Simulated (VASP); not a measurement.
## Ta2N: single point with PBEsol

Crystal: Ta2N.

```
Ta N
1.0
     3.07862    0.00000    0.00000
    -1.53931    2.66616    0.00000
     0.00000    0.00000    5.06442
Ta N
2 1
Direct
  0.66667 0.33333 0.74626
  0.33333 0.66667 0.25374
  0.00000 0.00000 0.00000
```

This cell differs from its parent crystal: strain +0.000 along x and y, +0.050 along z.

```
Program                : VASP 6.6.1
Task                   : single point
Functional             : PBEsol
Potentials or basis    : VASP PAW PBE potentials, release 64 (Ta_pv, N)
Cutoff                 : 520 eV
k mesh                 : 18 × 18 × 10
Occupations            : gaussian, width 0.15 eV
Spin                   : no spin polarisation
Dipole correction      : no
Further INCAR settings : ALGO = Normal; EDIFF = 1e-07; NBANDS = 20
```

```json
{"Pressure": "-12.7 GPa", "Largest force": "0.058 eV/Å", "Band gap on the k mesh": "zero (an odd number of electrons rules out a gap without spin polarisation)"}
```

Forces on the atoms (eV/Å):
```
Ta   0.000  0.000 -0.058
Ta   0.000  0.000  0.058
N    0.000  0.000  0.000
```

Stress tensor (GPa, compression positive):
```
 -9.74   0.00   0.00
  0.00  -9.74   0.00
  0.00   0.00 -18.62
```

Levels at points of the mesh, in eV from the Fermi level:
```
           k point  band 11  band 12  band 13  band 14  band 15  band 16  band 17  band 18
(0.00, 0.00, 0.00)    -5.02    -1.06    -0.23    -0.23     0.27     0.62     0.62     1.19
(0.50, 0.00, 0.00)    -4.44    -2.42    -1.25     1.15     2.26     3.79     3.85     4.01
(0.00, 0.00, 0.50)    -3.12    -2.81    -0.89    -0.89     1.50     2.00     2.19     2.19
(0.50, 0.00, 0.50)    -3.40    -2.03    -2.01    -0.42     0.93     3.57     3.79     4.20
```

Run time: 4.1 min on 1 thread of Intel Xeon 8259CL, on a shared host, peak memory 0.36 GiB.

Caveat: the cell differs from its parent crystal (strain +0.000 along x and y, +0.050 along z); the cell stands under tension; the PAW data sets were made with another functional, which shifts forces and pressure a little; spin-orbit coupling is left out, which moves the levels of the heavy elements.
